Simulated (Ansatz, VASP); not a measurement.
## Two plane-wave programs on Hf3H

The input INCAR:

```
PREC = Accurate
ENCUT = 500
EDIFF = 1E-6
ISMEAR = 0
SIGMA = 0.1
LREAL = False
LASPH = True
NELM = 120
ALGO = Normal
ISIF = 2
LWAVE = False
LCHARG = True
GGA = PE
LELF = True
LVHAR = True
NBANDS = 24
GGA_COMPAT = False
```

KPOINTS

```
regular mesh
0
Gamma
  6 6 2
```

The input POSCAR:

```
Hf3H
1.0
    3.1837168817      0.0000000000      0.0000000000
   -1.5918584408      2.7571796980      0.0000000000
    0.0000000000      0.0000000000      7.8351966114
Hf H
3 1
Direct
    0.6666666667      0.3333333333      0.6725722197
    0.3333333333      0.6666666667      0.3274277803
    0.0000000000      0.0000000000      0.0000000000
    0.0000000000      0.0000000000      0.5000000000
```

Input for Ansatz:

```yaml
crystal:
  lattice:
    - [3.1837168817, 0.0, 0.0]
    - [-1.5918584408, 2.757179698, 0.0]
    - [0.0, 0.0, 7.8351966114]
  atoms:
    - { symbol: Hf, position: [0.6666666667, 0.3333333333, 0.6725722197] }
    - { symbol: Hf, position: [0.3333333333, 0.6666666667, 0.3274277803] }
    - { symbol: Hf, position: [0.0, 0.0, 0.0] }
    - { symbol: H, position: [0.0, 0.0, 0.5] }
basis:
  ecutwfc: 420
kpoints:
  mp_grid: { grid: [6, 6, 2] }
hamiltonian:
  xc: pbe
scf:
  occupations: { method: gaussian, width: 0.1 }
  lower_state_search: "off"
output:
  forces: true
  stress: true
  eigenvalues: true
```

Alike in both runs: task single point; functional PBE; k mesh 6 × 6 × 2; occupations gaussian, width 0.1 eV; no spin polarisation.

|  | VASP | Ansatz |
| --- | --- | --- |
| version | VASP 6.6.1 | Ansatz 0.2.0 |
| potentials or method | VASP PAW PBE potentials, release 64 (Hf_pv, H), cutoff 500 eV | scalar-relativistic, plane waves, PAW |
| valence electrons in the cell | 31 | 79 |

VASP gave:

```
gap on the k mesh at the Fermi level (eV)                     : none
pressure (GPa)                                                : -1.1
traceless stress, the component that is largest in VASP (GPa) : 1.47
rms of the force components (eV/Å)                            : 0.104
```

**Question.** What did Ansatz give for the same quantities?

**Answer.** gap on the k mesh at the Fermi level (eV): none; pressure (GPa): -0.5; traceless stress, the component that is largest in VASP (GPa): 1.47; rms of the force components (eV/Å): 0.109.

Atom by atom the forces differ by 0.005 eV/Å (rms over components). A gap of «none» marks a metal or a gap that the smearing closes. VASP's potentials hold 31 valence electrons a cell and Ansatz's 79, so a difference there can come from the potentials and not from the codes.

The k mesh is coarse, so the values compare programs but aren't converged. Neither program's run includes spin-orbit coupling.
